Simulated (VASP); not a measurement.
A run of VASP 6.6.1 is set up as follows.

File POSCAR:

```
Te2Mo
1.0
    3.5612561764      0.0000000000      0.0000000000
   -1.7806280882      3.0841383181      0.0000000000
    0.0000000000      0.0000000000     17.5238001931
Te Mo
2 1
Direct
    0.3333333333      0.6666666667      0.8910598784
    0.3333333333      0.6666666667      0.1020922919
    0.0000000000      0.0000000000      0.0000000000
```

Contents of INCAR.step1:

```
SYSTEM = Te2Mo
PREC = Accurate
ENCUT = 520
ISMEAR = 0
SIGMA = 0.05
LREAL = .FALSE.
LASPH = .TRUE.
NELM = 100
NBANDS = 20
GGA = PE
ALGO = Normal
EDIFF = 1E-4
LWAVE = .TRUE.
LCHARG = .FALSE.
```

Contents of INCAR.step2:

```
SYSTEM = Te2Mo
PREC = Accurate
ENCUT = 520
EDIFF = 1E-7
ISMEAR = 0
SIGMA = 0.05
LREAL = .FALSE.
LASPH = .TRUE.
NELM = 100
ALGO = Normal
ISIF = 2
LWAVE = .FALSE.
LCHARG = .FALSE.
METAGGA = R2SCAN
LMIXTAU = .TRUE.
NBANDS = 20
ISTART = 1
```

File KPOINTS:

```
regular mesh
0
G
  12 12 2
  0 0 0
```

Potentials or basis: VASP PAW PBE potentials, release 64 (Te, Mo_sv).

Launch:

```console
$ cat potpaw_PBE.64/Te/POTCAR potpaw_PBE.64/Mo_sv/POTCAR > POTCAR
$ cp INCAR.step1 INCAR
$ mpirun -np 1 vasp_std > vasp.out
$ cp INCAR.step2 INCAR
$ mpirun -np 1 vasp_std > vasp.out
```

(1) Estimate the largest force.

(2) What does it give for the band gap on the k mesh?

Results:

(1) 1.274 eV/Å.

(2) 1.19 eV, direct.

Caveat: the cell differs from its parent crystal (atom 1 (Te) moved -0.120 Å along Cartesian [0 0 1]); the PAW data sets were made with another functional, which shifts forces and pressure a little; spin-orbit coupling is left out, which moves the levels of the heavy elements.
